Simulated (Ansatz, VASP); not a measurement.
Two plane-wave programs on In2O

```xyz
3
Lattice="0.0000 2.9466 2.9466 2.9466 0.0000 2.9466 2.9466 2.9466 0.0000" Properties=species:S:1:pos:R:3 pbc="T T T"
O     0.0000    0.0000    0.0000
In    1.4733    1.4733    1.4733
In    4.4199    4.4199    4.4199
```

Alike in both runs: task relaxation of cell and atoms; functional PBE; k mesh 10 × 10 × 10; occupations fermi-dirac, width 0.03 eV; no spin polarisation.

```csv
,VASP,Ansatz
version,VASP 6.6.1,Ansatz 0.2.0
potentials or method,"VASP PAW PBE potentials, release 64 (O, In_d)","PAW with Ansatz's default frozen-core files, scalar-relativistic"
plane-wave cutoff (eV),600,420
valence electrons in the cell,32,32
```

```csv
,VASP,Ansatz,Ansatz less VASP
relaxed volume (Å³/atom),21.96,21.97,+0.011
relaxed length of the cell vector where the two differ most in proportion (Å),4.534,4.534,+0.0007
```

Noted on VASP's run: the volume moved by over 15 % at a fixed basis, so the end points are rough.
